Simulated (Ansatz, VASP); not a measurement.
One calculation of ZnAu, two programs

```
Zn Au
1.0
     3.14700    0.00000    0.00000
     0.00000    3.14700    0.00000
     0.00000    0.00000    3.14700
Zn Au
1 1
Direct
  0.50000 0.50000 0.50000
  0.00000 0.00000 0.00000
```

Alike in both runs: task single point; functional PBE; k mesh 13 × 13 × 13; occupations fermi-dirac, width 0.15 eV; no spin polarisation.

```csv
,VASP,Ansatz
version,VASP 6.6.1,Ansatz 0.2.0
potentials or method,"VASP PAW PBE potentials, release 64 (Zn, Au), cutoff 520 eV","all-electron LAPW, scalar-relativistic"
```

Ansatz gave:

- pressure (GPa): 4.9

**Question.** Estimate VASP's values.

**Answer.** Pressure (GPa): 5.1.

Ansatz ran all-electron here, and VASP with PAW potentials.

Spin-orbit coupling is off throughout.
